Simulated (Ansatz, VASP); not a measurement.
## HfH2: VASP beside Ansatz

INCAR

```
PREC = Accurate ; ENCUT = 520
EDIFF = 1E-8 ; ISMEAR = -1
SIGMA = 0.03 ; LREAL = F
LASPH = T ; NELM = 80
ALGO = Normal ; ISIF = 2
LWAVE = F ; LCHARG = F
LEFG = T ; NBANDS = 13
```

KPOINTS

```
regular mesh
0
Gamma
  12 12 12
```

POSCAR

```
HfH2
1.0
   -1.7737800000      1.7737800000      2.1805000000
    1.7737800000     -1.7737800000      2.1805000000
    1.7737800000      1.7737800000     -2.1805000000
Hf H
1 2
Direct
    0.0000000000      0.0000000000      0.0000000000
    0.7500000000      0.2500000000      0.5000000000
    0.2500000000      0.7500000000      0.5000000000
```

Input for Ansatz:

```yaml
crystal:
  lattice:
    - [-1.77378, 1.77378, 2.1805]
    - [1.77378, -1.77378, 2.1805]
    - [1.77378, 1.77378, -2.1805]
  atoms:
    - { symbol: Hf, position: [0.0, 0.0, 0.0] }
    - { symbol: H, position: [0.75, 0.25, 0.5] }
    - { symbol: H, position: [0.25, 0.75, 0.5] }
kpoints:
  mp_grid: { grid: [12, 12, 12] }
scf:
  occupations: { method: fermi_dirac, width: 0.03 }
hamiltonian:
  xc: lda
  pseudopotentials: { kind: paw }
output:
  forces: true
  stress: true
  eigenvalues: true
  efg: { contact_densities: true }
  write_density: true
  write_potential: true
  elf: true
  volumetric_format: npy
```

Change from the starting cell: equal xx and yy strain of +2 %, PAW files.

Alike in both runs: task electric field gradients; functional LDA; k mesh 12 × 12 × 12; occupations fermi-dirac, width 0.03 eV; no spin polarisation.

|  | VASP | Ansatz |
| --- | --- | --- |
| version | VASP 6.6.1 | Ansatz 0.2.0 |
| potentials or method | VASP PAW LDA potentials, release 64 (Hf_pv, H) | PAW with Ansatz's default frozen-core files, scalar-relativistic |
| plane-wave cutoff (eV) | 520 | 420 |
| valence electrons in the cell | 12 | 28 |

Ansatz gave:

| Property | Result |
| --- | --- |
| pressure (GPa) | -13.3 |
| traceless stress, the component that is largest in VASP (GPa) | 0.56 |
| size of Vzz on the site where it differs most (V/Å²) | 35.0 |

Problem. What did VASP give for the same quantities?

Solution. Pressure (GPa): -13.5; traceless stress, the component that is largest in VASP (GPa): 0.58; size of Vzz on the site where it differs most (V/Å²): 28.3.

LDA's correlation is that of Perdew and Zunger in VASP and of Perdew and Wang (1992) in Ansatz. VASP's potentials hold 12 valence electrons a cell and Ansatz's 28, so a difference there can come from the potentials and not from the codes.

Spin-orbit coupling is off throughout.
